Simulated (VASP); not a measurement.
Write the native input for VASP 6.6.1 that does the following.

```yaml
Task: relaxation of cell and atoms
Functional: PBE
Potentials_or_basis: VASP PAW PBE potentials, release 64 (Li_sv, Al, O)
Cutoff: 600 eV
k_mesh: 6 × 6 × 1
Occupations: gaussian, width 0.1 eV
Spin: no spin polarisation
Dipole_correction: no
Further_INCAR_settings: ALGO = Normal; EDIFF = 1e-06; IBRION = 2; EDIFFG = -0.04; NSW = 90; ISIF = 3
```

The structure of LiAl4O lies in POSCAR:

```
LiAl4O
1.0
    2.6488649800      0.0000000000      0.0000000000
   -1.3244324900      2.2939843600      0.0000000000
    0.0000000000      0.0000000000     18.1674323100
Li Al O
1 4 1
Direct
    0.0000000000      0.0000000000      0.4512646800
    0.6666666700      0.3333333300      0.5238521700
    0.0000000000      0.0000000000      0.0776229500
    0.0000000000      0.0000000000      0.2236593100
    0.6666666700      0.3333333300      0.3785826000
    0.6666666700      0.3333333300      0.1506222900
```

The cell was built from a structure type or drawn by symmetry, and may not be a known phase.

One way to write it, as run:

INCAR

```
SYSTEM = LiAl4O
PREC = Accurate
ENCUT = 600
EDIFF = 1E-6
ISMEAR = 0
SIGMA = 0.1
LREAL = .FALSE.
LASPH = .TRUE.
NELM = 80
ALGO = Normal
ISIF = 3
LWAVE = .FALSE.
LCHARG = .FALSE.
GGA = PE
IBRION = 2
NSW = 90
EDIFFG = -0.04
```

KPOINTS

```
regular mesh
0
G
  6 6 1
  0 0 0
```

Potentials or basis: VASP PAW PBE potentials, release 64 (Li_sv, Al, O).

Run with:

```sh
$ cat potpaw_PBE.64/Li_sv/POTCAR potpaw_PBE.64/Al/POTCAR potpaw_PBE.64/O/POTCAR > POTCAR
$ mpirun -np 1 vasp_std > vasp.out
```

It gave:

```yaml
Relaxed_cell: a = 2.822 Å, b = 2.822 Å, c = 21.026 Å, α = 90.00°, β = 90.00°, γ = 120.00°
Space_group_after_relaxing_to_0.1_Å: P3m1 (No. 156)
Energy_gained_by_relaxing: 866.1 meV/atom
Ionic_steps: 58
Largest_force_after_relaxing: 0.035 eV/Å
Band_gap_on_the_k_mesh: zero (an odd number of electrons rules out a gap without spin polarisation)
```

Caveat: the k points lie up to 0.43 Å⁻¹ apart in the final cell, too coarse for converged energies and pressures of a metal; an odd number of electrons without spin polarisation forces a metal; a magnetic or distorted state may lie lower.

It took 8.9 min on 1 thread of Intel(R) Xeon(R) 6975P-C (Granite Rapids), on a shared host, peak memory 0.29 GiB.
